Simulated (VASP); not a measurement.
# Hf3Be: single point with PBE

Crystal: Hf3Be.

```
Hf Be
1.0
    -2.09200    2.09200    4.35305
     2.09200   -2.09200    4.35305
     2.09200    2.09200   -4.35305
Hf Be
3 1
Cartesian
  0.0030 -0.0308 4.3363
  2.1120 0.0508 2.1476
  -0.0027 2.0896 2.2254
  -0.0368 0.0165 0.0022
```

```
Program                : VASP 6.6.1
Task                   : single point
Functional             : PBE
Potentials or basis    : VASP PAW PBE potentials, release 64 (Hf_pv, Be)
Cutoff                 : 520 eV
k mesh                 : 5 × 5 × 7
Occupations            : gaussian, width 0.1 eV
Spin                   : no spin polarisation
Dipole correction      : no
Further INCAR settings : ALGO = Fast; EDIFF = 1e-06; NBANDS = 24
```

```json
{"Pressure": "-0.2 GPa", "Largest force": "0.780 eV/Å", "Band gap on the k mesh": "zero (band 16 reaches 4.78 eV, above the bottom of band 17 at 4.49 eV)"}
```

Forces on the atoms (eV/Å):
```
Hf  -0.011  0.457  0.242
Hf  -0.256 -0.732  0.084
Hf   0.127  0.327 -0.293
Be   0.139 -0.053 -0.033
```

Stress tensor (GPa, compression positive):
```
-1.46  0.17  0.19
 0.17  0.58 -0.36
 0.19 -0.36  0.43
```

Levels at points of the mesh, in eV from the Fermi level:
```csv
k point,band 13,band 14,band 15,band 16,band 17,band 18,band 19,band 20
"(0.00, 0.00, 0.00)",-1.42,-1.03,-0.98,0.09,0.71,0.79,1.57,3.00
```

Run time: 100 s on 1 thread of Intel(R) Xeon(R) 6975P-C (Granite Rapids), on a shared host, peak memory 0.32 GiB.

Caveat: spin-orbit coupling is left out, which moves the levels of the heavy elements.
